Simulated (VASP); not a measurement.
Set up this calculation in VASP 6.6.1, as the native input.

| Item | Value |
| --- | --- |
| Task | single point |
| Functional | r2SCAN |
| Potentials or basis | VASP PAW PBE potentials, release 64 (Ir_sv_GW) |
| Cutoff | 550 eV |
| k mesh | 20 × 20 × 20 |
| Occupations | gaussian, width 0.05 eV |
| Spin | no spin polarisation |
| Dipole correction | no |
| Further INCAR settings | ALGO = Normal; EDIFF = 1e-06; NBANDS = 14 |

Ir:

```
CELL_PARAMETERS angstrom
0.00000 1.93478 1.93478
1.93478 0.00000 1.93478
1.93478 1.93478 0.00000
ATOMIC_POSITIONS crystal
Ir 0.00000 0.00000 0.00000
```

These files were run (other wordings do the same):

POSCAR

```
Ir
1.0
    0.0000000000      1.9347773839      1.9347773839
    1.9347773839      0.0000000000      1.9347773839
    1.9347773839      1.9347773839      0.0000000000
Ir
1
Direct
    0.0000000000      0.0000000000      0.0000000000
```

INCAR.step1

```
ALGO = Normal
EDIFF = 1E-5
ENCUT = 550
GGA = PE
GGA_COMPAT = False
ISMEAR = 0
LASPH = True
LCHARG = False
LREAL = False
LWAVE = True
NBANDS = 14
NELM = 120
PREC = Accurate
SIGMA = 0.05
```

INCAR.step2

```
ALGO = Normal
EDIFF = 1E-6
ENCUT = 550
GGA_COMPAT = False
ISIF = 2
ISMEAR = 0
ISTART = 1
LASPH = True
LCHARG = False
LMIXTAU = True
LREAL = False
LWAVE = False
METAGGA = R2SCAN
NBANDS = 14
NELM = 120
PREC = Accurate
SIGMA = 0.05
```

KPOINTS

```
k-points
0
Gamma
  20 20 20
```

Potentials or basis: VASP PAW PBE potentials, release 64 (Ir_sv_GW).

Launch:

```sh
$ cat potpaw_PBE.64/Ir_sv_GW/POTCAR > POTCAR
$ cp INCAR.step1 INCAR
$ mpirun -np 1 vasp_std > vasp.out
$ cp INCAR.step2 INCAR
$ mpirun -np 1 vasp_std > vasp.out
```

It gave:

```yaml
Pressure: -9.3 GPa
Band_gap_on_the_k_mesh: zero (an odd number of electrons rules out a gap without spin polarisation)
```

Caveat: the cell stands under tension; the PAW data sets were made with another functional, which shifts forces and pressure a little; spin-orbit coupling is left out, which moves the levels of the heavy elements.

It took 100 s on 1 thread of Intel(R) Xeon(R) Platinum 8488C (Sapphire Rapids), on a shared host, peak memory 0.2 GiB.
